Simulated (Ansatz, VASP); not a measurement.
**Two plane-wave programs on Co2B2H**

```
B Co H
1.0
     0.00000    3.15249    0.00000
     3.15249    0.00000    0.00000
     1.57624    1.57624   -4.28497
B Co H
2 2 1
Direct
  0.37500 0.37500 0.25000
  0.62500 0.62500 0.75000
  0.75000 0.25000 0.50000
  0.25000 0.75000 0.50000
  0.00000 0.00000 0.00000
```

Alike in both runs: task single point; functional r2SCAN; k mesh 11 × 11 × 11; occupations fermi-dirac, width 0.0817 eV; no spin polarisation.

|  | VASP | Ansatz |
| --- | --- | --- |
| version | VASP 6.6.1 | Ansatz 0.2.0 |
| potentials or method | VASP PAW PBE potentials, release 64 (B, Co, H), cutoff 520 eV | PAW plane waves |
| valence electrons in the cell | 25 | 41 |

Ansatz gave:

```
pressure (GPa)                                                : 20.6
traceless stress, the component that is largest in VASP (GPa) : -37.04
rms of the force components (eV/Å)                            : 1.015
```

Question: Estimate VASP's values.

Answer: Pressure (GPa): 21.4; traceless stress, the component that is largest in VASP (GPa): -36.99; rms of the force components (eV/Å): 1.048.

VASP's potentials were made for PBE, not for r2SCAN. Atom by atom the forces differ by 0.033 eV/Å (rms over components). The functional is the same, so the differences come from potentials, cutoffs and numerics. VASP's potentials hold 25 valence electrons a cell and Ansatz's 41, so a difference there can come from the potentials and not from the codes.
